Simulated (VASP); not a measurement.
Write the native input for VASP 6.6.1 that does the following.

- Task: single point
- Functional: PBE
- Potentials or basis: VASP PAW PBE potentials, release 64 (Al, Nb_sv, C)
- Cutoff: 520 eV
- k mesh: 6 × 6 × 2
- Occupations: gaussian, width 0.1 eV
- Spin: no spin polarisation
- Dipole correction: no
- Further INCAR settings: ALGO = Normal; EDIFF = 1e-07; NBANDS = 22

The structure of NbAl2C2 lies in POSCAR:

```
NbAl2C2
1.0
    3.2952544000      0.0000000000      0.0000000000
   -1.6476272000      2.8537740200      0.0000000000
    0.0000000000      0.0000000000      8.0633918300
Al Nb C
2 1 2
Direct
    0.6666666700      0.3333333300      0.7286395900
    0.6666666700      0.3333333300      0.2713604100
    0.0000000000      0.0000000000      0.0000000000
    0.0000000000      0.0000000000      0.5000000000
    0.3333333300      0.6666666700      0.5000000000
```

The input as run:

INCAR

```
PREC = Accurate
ENCUT = 520
EDIFF = 1E-7
ISMEAR = 0
SIGMA = 0.1
LREAL = False
LASPH = True
NELM = 60
ALGO = Normal
ISIF = 2
LWAVE = False
LCHARG = False
GGA = PE
NBANDS = 22
```

KPOINTS

```
regular mesh
0
Gamma
  6 6 2
```

Potentials or basis: VASP PAW PBE potentials, release 64 (Al, Nb_sv, C).

Command:

```bash
$ cat potpaw_PBE.64/Al/POTCAR potpaw_PBE.64/Nb_sv/POTCAR potpaw_PBE.64/C/POTCAR > POTCAR
$ mpirun -np 1 vasp_std > vasp.out
```

Results of the run:

```
Pressure      : -21.1 GPa
Largest force : 0.215 eV/Å
```

Caveat: the k points lie up to 0.39 Å⁻¹ apart.

Run time: 36 s on 1 thread of Intel(R) Xeon(R) Platinum 8259CL CPU @ 2.50GHz (Skylake/Cascade Lake), on a shared host, peak memory 0.2 GiB.
